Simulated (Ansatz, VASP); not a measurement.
## Mg in VASP and in Ansatz

INCAR

```
PREC = Accurate ; ENCUT = 520
EDIFF = 1E-6 ; ISMEAR = -1
SIGMA = 0.03 ; LREAL = F
LASPH = T ; NELM = 60
ALGO = Normal ; ISIF = 2
LWAVE = F ; LCHARG = F
NBANDS = 7
```

KPOINTS

```
regular mesh
0
Gamma
  19 19 19
```

File POSCAR:

```
Mg
1.0
   -1.5054583323      1.5054583323      1.5054583323
    1.5054583323     -1.5054583323      1.5054583323
    1.5054583323      1.5054583323     -1.5054583323
Mg
1
Direct
    0.0000000000      0.0000000000      0.0000000000
```

Input for Ansatz:

```yaml
crystal:
  lattice:
    - [-1.5054583323, 1.5054583323, 1.5054583323]
    - [1.5054583323, -1.5054583323, 1.5054583323]
    - [1.5054583323, 1.5054583323, -1.5054583323]
  atoms:
    - { symbol: Mg, position: [0.0, 0.0, 0.0] }
kpoints:
  mp_grid: { grid: [19, 19, 19] }
  band_path:
    path:
      - [0.0, 0.0, 0.0]
      - [0.5, -0.5, 0.5]
      - [0.0, 0.0, 0.5]
      - [0.0, 0.0, 0.0]
      - [0.25, 0.25, 0.25]
      - [0.5, -0.5, 0.5]
      - [0.25, 0.25, 0.25]
      - [0.0, 0.0, 0.5]
    npoints: 5
scf:
  occupations: { method: fermi_dirac, width: 0.03 }
hamiltonian:
  xc: lda
  pseudopotentials: { kind: all_electron, lapw: { basis_error: 0.0005 } }
output:
  forces: true
  stress: true
  eigenvalues: true
```

Change from the starting cell: volume scaled by 1.06.

Alike in both runs: task single point; functional LDA; k mesh 19 × 19 × 19; occupations fermi-dirac, width 0.03 eV; no spin polarisation.

```csv
,VASP,Ansatz
version,VASP 6.6.1,Ansatz 0.2.0
potentials or method,"VASP PAW LDA potentials, release 64 (Mg), cutoff 520 eV","all-electron LAPW, scalar-relativistic"
```

VASP gave:

* pressure (GPa): 44.1

**Question.** Which values does Ansatz return?

**Answer.** Pressure (GPa): 44.0.

LDA's correlation is that of Perdew and Zunger in VASP and of Perdew and Wang (1992) in Ansatz. Both programs put the cell under a high pressure, so it lies far from rest at this level. Ansatz ran all-electron here, and VASP with PAW potentials.
